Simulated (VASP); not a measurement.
# InP (P6/mmm) in VASP: a series of runs, part 2 of 2

VASP 6.6.1. The steps go on from the part before.

### Step 5. Single point, PBE

This run uses another cell than the first one, of 20.97 Å³/atom.

Input file INCAR:

```
ALGO = Normal
EDIFF = 1E-6
ENCUT = 520
GGA = PE
ISIF = 2
ISMEAR = 0
LASPH = T
LCHARG = F
LREAL = F
LWAVE = F
NBANDS = 16
NELM = 80
PREC = Accurate
SIGMA = 0.1
```

Input file KPOINTS:

```
k-points
0
Gamma
  24 24 10
```

Input file POSCAR:

```
InP
1.0
    2.9529711152      0.0000000000      0.0000000000
   -1.4764855576      2.5573480024      0.0000000000
    0.0000000000      0.0000000000      5.5532776258
In P
1 1
Direct
    0.0000000000      0.0000000000      0.0000000000
    0.0000000000      0.0000000000      0.5000000000
```

The run is started by

```console
cat potpaw_PBE.64/In_d/POTCAR potpaw_PBE.64/P/POTCAR > POTCAR
mpirun -np 1 vasp_std > vasp.out
```

Wall time 1.7 min (1 thread of AMD EPYC 9R45 (Zen 5), shared host); peak memory 0.33 GiB.

Results (log left out):

```
Free energy            : -7.1134 eV
Pressure               : 0.0 GPa
Band gap on the k mesh : zero (bands 9 and 10 overlap by 6.27 eV)
```

Levels at points of the mesh, in eV from the Fermi level:
```csv
k point,band 5,band 6,band 7,band 8,band 9,band 10,band 11,band 12,band 13,band 14
"(0.00, 0.00, 0.00)",-14.28,-12.53,-7.55,-5.26,4.54,4.54,5.81,9.59,11.59,11.59
"(0.50, 0.00, 0.00)",-14.06,-8.68,-5.14,-1.92,-1.58,-1.26,2.08,3.89,7.01,8.85
"(0.00, 0.00, 0.50)",-14.28,-12.23,-9.40,-0.69,0.31,4.62,4.62,10.55,11.59,11.59
"(0.50, 0.00, 0.50)",-14.06,-8.73,-4.64,-3.67,-2.74,2.22,3.02,5.01,6.81,7.01
```

Caveat: spin-orbit coupling is left out, which moves the levels of the heavy elements.

### Step 6. Relaxation of cell and atoms, PBE

This run uses another cell than the first one, of 21.03 Å³/atom.

Input file INCAR:

```
  ALGO = Normal
  EDIFF = 1E-6
  EDIFFG = -0.01
  ENCUT = 600
  GGA = PE
  IBRION = 2
  ISIF = 3
  ISMEAR = 0
  LASPH = True
  LCHARG = False
  LREAL = False
  LWAVE = False
  NELM = 80
  NSW = 100
  PREC = Accurate
  SIGMA = 0.1
```

KPOINTS is that of step 5.

Input file POSCAR:

```
InP
1.0
    3.0083873046      0.0000000000      0.0000000000
   -1.5041936523      2.6053398302      0.0000000000
    0.0000000000      0.0000000000      5.3673826998
In P
1 1
Direct
    0.0000000000      0.0000000000      0.0000000000
    0.0000000000      0.0000000000      0.5000000000
```

Potentials or basis: VASP PAW PBE potentials, release 64 (In_d, P).

The run is started by

```console
cat potpaw_PBE.64/In_d/POTCAR potpaw_PBE.64/P/POTCAR > POTCAR
mpirun -np 1 vasp_std > vasp.out
```

OUTCAR:

```text
EDIFF = 1E-6
   EDIFFG = -0.01
   ENCUT = 600
   GGA = PE
   IBRION = 2
   ISIF = 3
   ISMEAR = 0
   LASPH = True
   LREAL = False
   NELM = 80
   NSW = 100
   PREC = Accurate

 ion  position               nearest neighbor table
   1  0.000  0.000  0.000-   2 2.68   2 2.68
   2  0.000  0.000  0.500-   1 2.68   1 2.68

  LATTYP: Found a hexagonal cell.
 ALAT       =     3.0083873046
 C/A-ratio  =     1.7841395260

  Lattice vectors:

 A1 = (   3.0083873046,   0.0000000000,   0.0000000000)
 A2 = (  -1.5041936523,   2.6053398302,   0.0000000000)
 A3 = (   0.0000000000,   0.0000000000,   5.3673826998)

Analysis of symmetry for initial positions (statically):
=====================================================================
 Subroutine PRICEL returns:
 Original cell was already a primitive cell.

 Routine SETGRP: Setting up the symmetry group for a
[... 374 lines left out ...]
      7      -0.0360      2.00000
      8       2.2542      2.00000
      9      12.0568      0.00000
     10      12.0568      0.00000
     11      13.3208      0.00000
     12      17.1025      0.00000
     13      19.1071      0.00000
[... 354 lines left out ...]
  band No.  band energies     occupation
      1      -7.6295      2.00000
      2      -7.2205      2.00000
      3      -6.8630      2.00000
      4      -6.8542      2.00000
      5      -6.5537      2.00000
      6      -1.1870      2.00000
      7       2.4585      2.00000
      8       5.5851      2.00000
      9       5.5933      2.00000
     10       6.6813      2.00000
     11       9.3443      0.00000
     12      11.4741      0.00000
     13      14.7943      0.00000

 [... further k-points ...]

------------------------ aborting loop because EDIFF is reached ----------------------------------------

  FORCE on cell =-STRESS in cart. coord.  units (eV):
  Direction    XX          YY          ZZ          XY          YZ          ZX
  --------------------------------------------------------------------------------------
  -------------------------------------------------------------------------------------
  Total        0.0036837      0.0036837      0.0044522      0.0000000      0.0000000      0.0000000
  in kB        0.1407552      0.1407552      0.1701180      0.0000000      0.0000000      0.0000000
  external PRESSURE =       0.1505428 kB  Pullay stress =       0.0000000 kB
[... 17 lines left out ...]
  FREE ENERGIE OF THE ION-ELECTRON SYSTEM (eV)
  ---------------------------------------------------
  free  energy   TOTEN  =        -7.1134931182 eV

  energy  without entropy=       -7.1087477660  energy(sigma->0) =       -7.11112044

 reached required accuracy - stopping structural energy minimisation
```

CONTCAR:

```text
InP
   1.00000000000000
     2.9527193175555091    0.0000000000000000   -0.0000000000000000
    -1.4763596587777545    2.5571299392422704   -0.0000000000000000
    -0.0000000000000000   -0.0000000000000000    5.5533895278859280
  In              P
     1     1
Direct
     0.0000000000000000    0.0000000000000000    0.0000000000000000
     0.0000000000000000    0.0000000000000000    0.5000000000000000

  0.00000000E+00  0.00000000E+00  0.00000000E+00
  0.00000000E+00  0.00000000E+00  0.00000000E+00
```

Wall time 5.8 min (1 thread of AMD EPYC 9R45 (Zen 5), shared host); peak memory 0.37 GiB.

Results:

```
Free energy                           : -7.1135 eV
Relaxed volume                        : 20.97 Å³/atom
Relaxed cell                          : a = 2.953 Å, b = 2.953 Å, c = 5.553 Å, α = 90.00°, β = 90.00°, γ = 120.00°
Space group after relaxing (to 0.1 Å) : P6/mmm (No. 191)
Energy gained by relaxing             : 16.4 meV/atom
Ionic steps                           : 6
Pressure after relaxing               : 0.0 GPa
Band gap on the k mesh                : zero (bands 9 and 10 overlap by 6.28 eV)
```

Step by step:
| step | energy change (eV) | largest force (eV/Å) | pressure (GPa) | volume (Å³) |
| --- | --- | --- | --- | --- |
| 1 | 0.0000 | 0.0000 | 0.18 | 42.07 |
| 2 | -0.0318 | 0.0000 | -0.36 | 42.19 |
| 3 | -0.0325 | 0.0000 | -0.41 | 42.20 |
| 4 | -0.0325 | 0.0000 | -0.40 | 42.20 |
| 5 | -0.0328 | 0.0000 | 0.10 | 41.87 |
| 6 | -0.0329 | 0.0000 | 0.02 | 41.93 |

Final structure:
```
In P
1.0
     2.95272    0.00000    0.00000
    -1.47636    2.55713    0.00000
     0.00000    0.00000    5.55339
In P
1 1
Direct
  0.00000 0.00000 0.00000
  0.00000 0.00000 0.50000
```

Caveat: spin-orbit coupling is left out, which moves the levels of the heavy elements.

### Step 7. Summary

| task | cell | k mesh | cutoff (eV) | gap on the mesh (eV) | pressure (GPa) | relaxed volume (Å³/atom) |
| --- | --- | --- | --- | --- | --- | --- |
| single point | a = 3.279, b = 3.279, c = 3.088 Å, angles 90.0, 90.0, 120.0°, 2 atoms | 6 × 6 × 6 | 520 | none | 391.5 | - |
| single point | a = 3.008, b = 3.008, c = 5.367 Å, angles 90.0, 90.0, 120.0°, 2 atoms | 6 × 6 × 6 | 520 | none | 0.0 | - |
| relaxation of cell and atoms | relaxed from a = 3.279, b = 3.279, c = 3.088 Å, angles 90.0, 90.0, 120.0°, 2 atoms | 6 × 6 × 6 | 600 | none | 0.0 | 20.87 |
| single point | a = 2.953, b = 2.953, c = 5.553 Å, angles 90.0, 90.0, 120.0°, 2 atoms | 24 × 24 × 10 | 520 | none | 0.0 | - |
| relaxation of cell and atoms | relaxed from a = 3.008, b = 3.008, c = 5.367 Å, angles 90.0, 90.0, 120.0°, 2 atoms | 24 × 24 × 10 | 600 | none | 0.0 | 20.97 |

Alike in all rows: level PBE; potentials or basis VASP PAW PBE potentials, release 64 (In_d, P); no spin polarisation; smearing gaussian 0.1 eV.

Caveats: some runs use coarse meshes; spin-orbit coupling is left out, which moves the levels of the heavy elements; atoms lie so close that the PAW spheres overlap strongly, which falsifies energies and pressures (at least some runs); the volume moved by over 15 % at a fixed basis, so the end points are rough (at least some runs).

Absolute energies hang on the potentials; compare differences alone.
